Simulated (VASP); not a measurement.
Wanted: the native input for a VASP 6.6.1 run.

```yaml
Task: single point
Functional: PBE
Potentials_or_basis: VASP PAW PBE potentials, release 64 (Tl_d, Sc_sv)
Cutoff: 520 eV
k_mesh: 3 × 2 × 3
Occupations: methfessel-paxton, width 0.15 eV
Spin: no spin polarisation
Dipole_correction: no
Further_INCAR_settings: ALGO = Normal; EDIFF = 1e-07; NBANDS = 58
```

The structure of ScTl lies in POSCAR:

```
ScTl
1.0
    6.2577200000     -0.7067440000      0.4731370000
   -1.1421250000      6.9865130000     -0.0575770000
   -0.1151100000     -0.4811790000      4.8648230000
Tl Sc
4 4
Direct
    0.2972536288      0.1930601204      0.0352027468
    0.6630867105      0.5628021698      0.5550390227
    0.8468759699      0.9155139125      0.1430576588
    0.4488698015      0.6044128610      0.0572973298
    0.8281648105      0.3228272246      0.1319386151
    0.6365663194      1.0035204916      0.6612539903
    0.0957193693      0.8450040826      0.6256339490
    0.2101122281      0.4295070719      0.5793565068
```

One way to write it, as run:

INCAR

```
PREC = Accurate ; ENCUT = 520
EDIFF = 1E-7 ; ISMEAR = 1
SIGMA = 0.15 ; LREAL = F
LASPH = T ; NELM = 100
ALGO = Normal ; ISIF = 2
LWAVE = F ; LCHARG = F
GGA = PE ; NBANDS = 58
```

KPOINTS

```
Automatic mesh
0
Gamma
  3 2 3
```

Potentials or basis: VASP PAW PBE potentials, release 64 (Tl_d, Sc_sv).

Run with:

```bash
$ cat potpaw_PBE.64/Tl_d/POTCAR potpaw_PBE.64/Sc_sv/POTCAR > POTCAR
$ mpirun -np 1 vasp_std > vasp.out
```

Results of the run:

```yaml
Pressure: 4.8 GPa
Largest_force: 2.818 eV/Å
Band_gap_on_the_k_mesh: zero (band 48 reaches 5.62 eV, above the bottom of band 49 at 5.56 eV)
```

Caveat: the k points lie up to 0.46 Å⁻¹ apart; spin-orbit coupling is left out, which moves the levels of the heavy elements.

Wall time 2.5 min on 1 thread of Intel(R) Xeon(R) Platinum 8375C CPU @ 2.90GHz (Ice Lake), on a shared host, peak memory 0.33 GiB.
